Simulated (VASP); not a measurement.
A run of VASP 6.6.1:

Contents of POSCAR:

```
C
1.0
    1.2279212041      2.1267565396      0.0000000000
    1.2279212041     -2.1267565396      0.0000000000
    0.0000000000      0.0000000000     -7.1235273225
C
4
Direct
    0.1784589168      0.8215410832      0.0000000000
    0.6549489386      0.3450510614      0.5000000000
    0.8450510614      0.1549489386      0.0000000000
    0.3215410832      0.6784589168      0.5000000000
```

File INCAR.step1:

```
SYSTEM = C
  PREC = Accurate
  ENCUT = 520
  ISMEAR = 0
  SIGMA = 0.05
  LREAL = .False.
  LASPH = .True.
  NELM = 60
  NBANDS = 16
  GGA = PE
  ALGO = Normal
  EDIFF = 1E-4
  LWAVE = .True.
  LCHARG = .False.
```

The input INCAR.step2:

```
SYSTEM = C
  PREC = Accurate
  ENCUT = 520
  EDIFF = 1E-6
  ISMEAR = 0
  SIGMA = 0.05
  LREAL = .False.
  LASPH = .True.
  NELM = 60
  ALGO = Normal
  ISIF = 2
  LWAVE = .False.
  LCHARG = .False.
  METAGGA = R2SCAN
  LMIXTAU = .True.
  NBANDS = 16
  ISTART = 1
```

KPOINTS

```
Automatic mesh
0
Gamma
  12 12 4
  0 0 0
```

Potentials or basis: VASP PAW PBE potentials, release 64 (C).

Run with:

```sh
$ cat potpaw_PBE.64/C/POTCAR > POTCAR
$ cp INCAR.step1 INCAR
$ mpirun -np 1 vasp_std > vasp.out
$ cp INCAR.step2 INCAR
$ mpirun -np 1 vasp_std > vasp.out
```

Hardware: 1 thread of Intel(R) Xeon(R) Platinum 8488C (Sapphire Rapids), on a shared host.

**Question.** Estimate the wall time of this run.

**Answer.** Wall time 3 min on 1 thread of Intel(R) Xeon(R) Platinum 8488C (Sapphire Rapids), on a shared host, peak memory 0.18 GiB. Counts: k points 129.
